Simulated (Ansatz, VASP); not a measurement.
**Mg: VASP beside Ansatz**

```
Mg
1.0
     3.20680    0.00000    0.00000
    -1.60340    2.77717    0.00000
     0.00000    0.00000    5.16317
Mg
2
Direct
  0.33333 0.66667 0.25000
  0.66667 0.33333 0.75000
```

Alike in both runs: functional PBE; k mesh 15 × 15 × 8; occupations fermi-dirac, width 0.15 eV; no spin polarisation.

Ansatz relaxed the structure, and its values are those at the end. VASP's run is a single point on that final structure, the one shown.

|  | VASP | Ansatz |
| --- | --- | --- |
| version | VASP 6.6.1 | Ansatz 0.2.0 |
| potentials or method | VASP PAW PBE potentials, release 64 (Mg), cutoff 520 eV | scalar-relativistic, plane waves, PAW |
| valence electrons in the cell | 4 | 20 |

Ansatz gave:

* gap on the k mesh at the Fermi level (eV): none
* pressure (GPa): 0.0

Estimate VASP's values.

gap on the k mesh at the Fermi level (eV): none; pressure (GPa): -0.1.

A gap of «none» marks a metal or a gap that the smearing closes. With one functional, cell and mesh, what is left measures potentials, basis and numerics. VASP's potentials hold 4 valence electrons a cell and Ansatz's 20, so a difference there can come from the potentials and not from the codes.
